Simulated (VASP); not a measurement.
Wanted: the native input for a VASP 6.6.1 run.

```
Task                   : single point
Functional             : PBE
Potentials or basis    : VASP PAW PBE potentials, release 64 (Pb_d, F)
Cutoff                 : 520 eV
k mesh                 : 6 × 6 × 6
Occupations            : gaussian, width 0.5 eV
Spin                   : no spin polarisation
Dipole correction      : no
Further INCAR settings : ALGO = Normal; EDIFF = 1e-07; NBANDS = 21
```

The structure of PbF2 lies in POSCAR:

```
PbF2
1.0
    0.0000000000      2.9604390429      2.9604390429
    2.9604390429      0.0000000000      2.9604390429
    2.9604390429      2.9604390429      0.0000000000
Pb F
1 2
Direct
    0.0000000000      0.0000000000      0.0000000000
    0.2500000000      0.2500000000      0.2500000000
    0.7500000000      0.7500000000      0.7500000000
```

These files were run (other wordings do the same):

INCAR

```
PREC = Accurate
ENCUT = 520
EDIFF = 1E-7
ISMEAR = 0
SIGMA = 0.5
LREAL = F
LASPH = T
NELM = 80
ALGO = Normal
ISIF = 2
LWAVE = F
LCHARG = F
GGA = PE
NBANDS = 21
```

KPOINTS

```
regular mesh
0
Gamma
  6 6 6
```

Potentials or basis: VASP PAW PBE potentials, release 64 (Pb_d, F).

Launch:

```console
$ cat potpaw_PBE.64/Pb_d/POTCAR potpaw_PBE.64/F/POTCAR > POTCAR
$ mpirun -np 1 vasp_std > vasp.out
```

Results of the run:

The pressure is 2.7 GPa and the band gap on the k mesh is 4.44 eV, indirect (least direct gap 4.56 eV).

Caveat: spin-orbit coupling is left out, which moves the levels of the heavy elements.

Wall time 19 s on 1 thread of AMD EPYC 7R13 Processor (Zen 3), with other jobs on the host, peak memory 0.15 GiB.
